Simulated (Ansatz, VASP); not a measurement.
**Ca2Ta3O in VASP and in Ansatz**

```
CELL_PARAMETERS angstrom
3.88819 0.00000 0.00000
0.00000 3.88819 0.00000
0.00000 0.00000 9.26108
ATOMIC_POSITIONS crystal
Ca 0.50000 0.50000 0.04372
Ca 0.00000 0.00000 0.33182
Ta 0.00000 0.50000 0.65723
Ta 0.50000 0.00000 0.65723
Ta 0.00000 0.00000 0.86402
O 0.00000 0.00000 0.08535
```

Alike in both runs: functional PBE; k mesh 4 × 4 × 4; occupations gaussian, width 0.1 eV; no spin polarisation.

Ansatz relaxed the structure, and its values are those at the end. VASP's run is a single point on that final structure, the one shown.

```csv
,VASP,Ansatz
version,VASP 6.6.1,Ansatz 0.2.0
potentials or method,"VASP PAW PBE potentials, release 64 (Ca_sv, Ta_pv, O), cutoff 520 eV","scalar-relativistic, plane waves, PAW"
valence electrons in the cell,59,65
```

|  | VASP | Ansatz | Ansatz less VASP |
| --- | --- | --- | --- |
| gap on the k mesh at the Fermi level (eV) | none | none | - |
| pressure (GPa) | 0.2 | 0.1 | -0.13 |
| rms of the force components (eV/Å) | 0.023 | 0.004 | -0.0193 |

A gap of «none» marks a metal or a gap that the smearing closes. VASP's potentials hold 59 valence electrons a cell and Ansatz's 65, so a difference there can come from the potentials and not from the codes.

The k mesh is coarse, so the values compare programs but aren't converged. Neither program's run includes spin-orbit coupling.
